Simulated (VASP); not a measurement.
Cu:

```xyz
1
Lattice="0.0000 1.8050 1.8050 1.8050 0.0000 1.8050 1.8050 1.8050 0.0000" Properties=species:S:1:pos:R:3 pbc="T T T"
Cu    0.0000    0.0000    0.0000
```

```yaml
Program: VASP 6.6.1
Task: relaxation of cell and atoms
Functional: PBE
Potentials_or_basis: VASP PAW PBE potentials, release 64 (Cu)
Cutoff: 600 eV
k_mesh: 38 × 38 × 38
Occupations: gaussian, width 0.1 eV
Spin: no spin polarisation
```

At the start: pressure 3.3 GPa; volume 11.76 Å³/atom.

**Question.** How do energy, volume and symmetry change on relaxing?

**Answer.** Over 4 steps the energy falls by 2.2 meV/atom and the volume is 12.01 Å³/atom (+2.1 %); space group Fm-3m (No. 225, to 0.1 Å) before and after.

The path:
| step | energy change (eV) | largest force (eV/Å) | pressure (GPa) | volume (Å³) |
| --- | --- | --- | --- | --- |
| 1 | 0.0000 | 0.0000 | 3.29 | 11.76 |
| 2 | -0.0011 | 0.0000 | -2.29 | 12.18 |
| 3 | -0.0022 | 0.0000 | 0.13 | 12.00 |
| 4 | -0.0022 | 0.0000 | -0.04 | 12.01 |

Final structure:
```
Cu
1.0
     0.00000    1.81749    1.81749
     1.81749    0.00000    1.81749
     1.81749    1.81749    0.00000
Cu
1
Direct
  0.00000 0.00000 0.00000
```
